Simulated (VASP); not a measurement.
# SnTe (P6_3mc) in VASP: further runs, part 2 of 2

VASP 6.6.1. Earlier steps stand in the parts before.

## (3) Single point, r2SCAN

This run uses another cell than the first one, of 40.91 Å³/atom.

POSCAR

```
SnTe
1.0
    5.3967552001      0.0000000000      0.0000000000
   -2.6983776001      4.6737271013      0.0000000000
    0.0000000000      0.0000000000      6.4878039298
Sn Te
2 2
Direct
    0.3333333333      0.6666666667     -0.0459806533
    0.6666666667      0.3333333333      0.4540193467
    0.3333333333      0.6666666667      0.4209806533
    0.6666666667      0.3333333333      0.9209806533
```

INCAR.step1

```
SYSTEM = SnTe
PREC = Accurate
ENCUT = 550
ISMEAR = 0
SIGMA = 0.01
LREAL = .FALSE.
LASPH = .TRUE.
NELM = 120
NBANDS = 28
GGA = PE
ALGO = Normal
EDIFF = 1E-5
LWAVE = .TRUE.
LCHARG = .FALSE.
GGA_COMPAT = .FALSE.
```

INCAR.step2

```
SYSTEM = SnTe
PREC = Accurate
ENCUT = 550
EDIFF = 1E-6
ISMEAR = 0
SIGMA = 0.01
LREAL = .FALSE.
LASPH = .TRUE.
NELM = 120
ALGO = Normal
ISIF = 2
LWAVE = .FALSE.
LCHARG = .FALSE.
METAGGA = R2SCAN
LMIXTAU = .TRUE.
NBANDS = 28
ISTART = 1
GGA_COMPAT = .FALSE.
```

KPOINTS

```
Automatic mesh
0
G
  6 6 4
  0 0 0
```

Potentials or basis: VASP PAW PBE potentials, release 64 (Sn_d, Te).

Launch:

```bash
cat potpaw_PBE.64/Sn_d/POTCAR potpaw_PBE.64/Te/POTCAR > POTCAR
cp INCAR.step1 INCAR
mpirun -np 1 vasp_std > vasp.out
cp INCAR.step2 INCAR
mpirun -np 1 vasp_std > vasp.out
```

OUTCAR:

```text
SYSTEM = SnTe
   PREC = Accurate
   ENCUT = 550
   EDIFF = 1E-6
   ISMEAR = 0
   LREAL = .FALSE.
   LASPH = .TRUE.
   NELM = 120
   ISIF = 2
   METAGGA = R2SCAN
   ISTART = 1

 ion  position               nearest neighbor table
   1  0.333  0.667  0.954-   3 3.03   4 3.12   4 3.12   4 3.12   3 3.46
   2  0.667  0.333  0.454-   4 3.03   3 3.12   3 3.12   3 3.12   4 3.46
   3  0.333  0.667  0.421-   1 3.03   2 3.12   2 3.12   2 3.12   1 3.46
   4  0.667  0.333  0.921-   2 3.03   1 3.12   1 3.12   1 3.12   2 3.46

  LATTYP: Found a hexagonal cell.
[... 847 lines left out ...]
  Direction    XX          YY          ZZ          XY          YZ          ZX
  --------------------------------------------------------------------------------------
  -------------------------------------------------------------------------------------
  Total       -0.0087146     -0.0087146      0.0181289      0.0000000      0.0000000     -0.0000000
  in kB       -0.0853230     -0.0853230      0.1774955      0.0000000      0.0000000     -0.0000000
  external PRESSURE =       0.0022832 kB  Pullay stress =       0.0000000 kB

 VOLUME and BASIS-vectors are now :
 -----------------------------------------------------------------------------
  energy-cutoff  :      550.00
  volume of cell :      163.64
      direct lattice vectors                 reciprocal lattice vectors
     5.396755200  0.000000000  0.000000000     0.185296528  0.106981000  0.000000000
    -2.698377600  4.673727101  0.000000000     0.000000000  0.213962000  0.000000000
     0.000000000  0.000000000  6.487803930     0.000000000  0.000000000  0.154135361

 POSITION                                       TOTAL-FORCE (eV/Angst)
 -----------------------------------------------------------------------------------
     -0.00000      3.11582      6.18949         0.000000     -0.000000     -0.007135
      2.69838      1.55791      2.94559        -0.000000     -0.000000     -0.007135
     -0.00000      3.11582      2.73124         0.000000     -0.000000      0.007135
      2.69838      1.55791      5.97514        -0.000000      0.000000      0.007135
 -----------------------------------------------------------------------------------
    total drift:                               -0.000000      0.000000      0.003009

  FREE ENERGIE OF THE ION-ELECTRON SYSTEM (eV)
  ---------------------------------------------------
  free  energy   TOTEN  =      -100.7737919527 eV

  energy  without entropy=     -100.7737919527  energy(sigma->0) =     -100.77379195
```

OUTCAR.step1:

```text
SYSTEM = SnTe
   PREC = Accurate
   ENCUT = 550
   ISMEAR = 0
   LREAL = .FALSE.
   LASPH = .TRUE.
   NELM = 120
[... 876 lines left out ...]
      2.69838      1.55791      2.94559        -0.000000      0.000000     -0.081500
     -0.00000      3.11582      2.73124        -0.000000     -0.000000      0.081500
      2.69838      1.55791      5.97514         0.000000      0.000000      0.081500
 -----------------------------------------------------------------------------------
    total drift:                               -0.000000      0.000000      0.002077

  FREE ENERGIE OF THE ION-ELECTRON SYSTEM (eV)
  ---------------------------------------------------
  free  energy   TOTEN  =       -14.6562169755 eV

  energy  without entropy=      -14.6562169755  energy(sigma->0) =      -14.65621698
```

OSZICAR.step1:

```text
N       E                     dE             d eps       ncg     rms          rms(c)
DAV:   1     0.331719845675E+03    0.33172E+03   -0.19055E+04  1184   0.160E+03
DAV:   2     0.290589932798E+02   -0.30266E+03   -0.29496E+03  1192   0.400E+02
DAV:   3    -0.128562553981E+02   -0.41915E+02   -0.41180E+02  1436   0.144E+02
DAV:   4    -0.147822129665E+02   -0.19260E+01   -0.19207E+01  1360   0.317E+01
DAV:   5    -0.148511758267E+02   -0.68963E-01   -0.68955E-01  1620   0.631E+00    0.635E+00
DAV:   6    -0.146591786657E+02    0.19200E+00   -0.43694E-01  1364   0.307E+00    0.422E+00
DAV:   7    -0.146556114659E+02    0.35672E-02   -0.19217E-01  1476   0.152E+00    0.951E-01
DAV:   8    -0.146542604950E+02    0.13510E-02   -0.25854E-02  1276   0.899E-01    0.506E-01
DAV:   9    -0.146559336659E+02   -0.16732E-02   -0.31731E-03  1248   0.312E-01    0.111E-01
DAV:  10    -0.146559342931E+02   -0.62722E-06   -0.44501E-04  1376   0.134E-01    0.459E-02
DAV:  11    -0.146562143585E+02   -0.28007E-03   -0.49021E-04  1160   0.978E-02    0.236E-02
DAV:  12    -0.146562169755E+02   -0.26170E-05   -0.18482E-05  1108   0.289E-02
   1 F= -.14656217E+02 E0= -.14656217E+02  d E =-.116292E-44
```

Wall time 10 min (1 thread of Intel Xeon 8259CL, shared host); peak memory 0.37 GiB.

Results:

```
Free energy            : -100.7738 eV
Pressure               : 0.0 GPa
Largest force          : 0.007 eV/Å
Band gap on the k mesh : 0.65 eV (least direct gap 0.85 eV)
```

Forces in eV/Å, atoms in the order of the input:
```
Sn   0.000  0.000 -0.007
Sn   0.000  0.000 -0.007
Te   0.000  0.000  0.007
Te   0.000  0.000  0.007
```

Levels at points of the mesh, in eV from the valence-band top:
```csv
k point,band 17,band 18,band 19,band 20,band 21,band 22,band 23,band 24
"(0.00, 0.00, 0.00)",-3.59,-2.21,-2.21,-2.20,0.67,0.67,2.40,2.40
"(0.50, 0.00, 0.00)",-3.38,-2.61,-2.33,-0.65,1.94,2.73,3.35,3.80
"(0.00, 0.00, 0.50)",-2.97,-2.97,-1.70,-1.70,1.24,1.24,1.24,1.24
"(0.50, 0.00, 0.50)",-2.26,-2.26,-0.91,-0.91,0.92,0.92,2.58,2.58
```

Caveat: the PAW data sets were made with another functional, which shifts forces and pressure a little; spin-orbit coupling is left out, which moves the levels of the heavy elements.

## (4) Single point, r2SCAN (strain +1.0%)

POSCAR

```
SnTe
1.0
    5.4507227521      0.0000000000      0.0000000000
   -2.7253613761      4.7204643723      0.0000000000
    0.0000000000      0.0000000000      6.5526819691
Sn Te
2 2
Direct
    0.3333333333      0.6666666667     -0.0422060478
    0.6666666667      0.3333333333      0.4577939522
    0.3333333333      0.6666666667      0.4172060478
    0.6666666667      0.3333333333      0.9172060478
```

INCAR.step1

```
SYSTEM = SnTe
  PREC = Accurate
  ENCUT = 550
  ISMEAR = 0
  SIGMA = 0.01
  LREAL = .False.
  LASPH = .True.
  NELM = 120
  NBANDS = 28
  GGA = PE
  ALGO = Normal
  EDIFF = 1E-5
  LWAVE = .True.
  LCHARG = .False.
  GGA_COMPAT = .False.
```

INCAR.step2

```
SYSTEM = SnTe
  PREC = Accurate
  ENCUT = 550
  EDIFF = 1E-6
  ISMEAR = 0
  SIGMA = 0.01
  LREAL = .False.
  LASPH = .True.
  NELM = 120
  ALGO = Normal
  ISIF = 2
  LWAVE = .False.
  LCHARG = .False.
  METAGGA = R2SCAN
  LMIXTAU = .True.
  NBANDS = 28
  ISTART = 1
  GGA_COMPAT = .False.
```

KPOINTS

```
Automatic mesh
0
Gamma
  6 6 4
  0 0 0
```

Launch:

```bash
cat potpaw_PBE.64/Sn_d/POTCAR potpaw_PBE.64/Te/POTCAR > POTCAR
cp INCAR.step1 INCAR
mpirun -np 1 vasp_std > vasp.out
cp INCAR.step2 INCAR
mpirun -np 1 vasp_std > vasp.out
```

Wall time 10 min (1 thread of Intel Xeon 8259CL, shared host); peak memory 0.37 GiB.

It converged, with:

```
Free energy            : -100.7630 eV
Pressure               : -0.7 GPa
Largest force          : 0.008 eV/Å
Band gap on the k mesh : 0.78 eV (least direct gap 1.04 eV)
```

Forces on the atoms (eV/Å):
```
Sn   0.000  0.000 -0.008
Sn   0.000  0.000 -0.008
Te   0.000  0.000  0.008
Te   0.000  0.000  0.008
```

Stress tensor (GPa, compression positive):
```
-0.82  0.00  0.00
 0.00 -0.82  0.00
 0.00  0.00 -0.45
```

Levels at points of the mesh, in eV from the valence-band top:
```
           k point  band 16  band 17  band 18  band 19  band 20  band 21  band 22  band 23  band 24  band 25
(0.00, 0.00, 0.00)    -3.38    -3.38    -2.07    -2.03    -2.03     0.79     0.79     2.48     2.48     3.71
(0.50, 0.00, 0.00)    -3.95    -3.20    -2.41    -2.12    -0.56     1.96     2.67     3.33     3.93     4.59
(0.00, 0.00, 0.50)    -2.77    -2.77    -2.77    -1.57    -1.57     1.37     1.37     1.37     1.37     2.14
(0.50, 0.00, 0.50)    -3.30    -2.14    -2.14    -0.83    -0.83     1.09     1.09     2.61     2.61     3.51
```

Caveat: the cell differs from its parent crystal (strain +1.0%); the PAW data sets were made with another functional, which shifts forces and pressure a little; spin-orbit coupling is left out, which moves the levels of the heavy elements. A k mesh can miss the band edges.

## (5) Summary

| cell | gap on the mesh (eV) | pressure (GPa) | largest force (eV/Å) |
| --- | --- | --- | --- |
| a = 5.397, b = 5.397, c = 6.423 Å, angles 90.0, 90.0, 120.0°, 4 atoms, atomic positions A | 0.57 | 0.2 | 0.01 |
| a = 5.397, b = 5.397, c = 6.488 Å, angles 90.0, 90.0, 120.0°, 4 atoms, atomic positions B | 0.65 | 0.0 | 0.01 |
| a = 5.451, b = 5.451, c = 6.553 Å, angles 90.0, 90.0, 120.0°, 4 atoms, atomic positions C | 0.78 | -0.7 | 0.01 |

Alike in all rows: task single point; level r2SCAN; potentials or basis VASP PAW PBE potentials, release 64 (Sn_d, Te); no spin polarisation; k mesh 6 × 6 × 4; cutoff (eV) 550; smearing gaussian 0.01 eV.

Caveats: the PAW data sets were made with another functional, which shifts forces and pressure a little; spin-orbit coupling is left out, which moves the levels of the heavy elements.

Absolute energies hang on the potentials; compare differences alone.
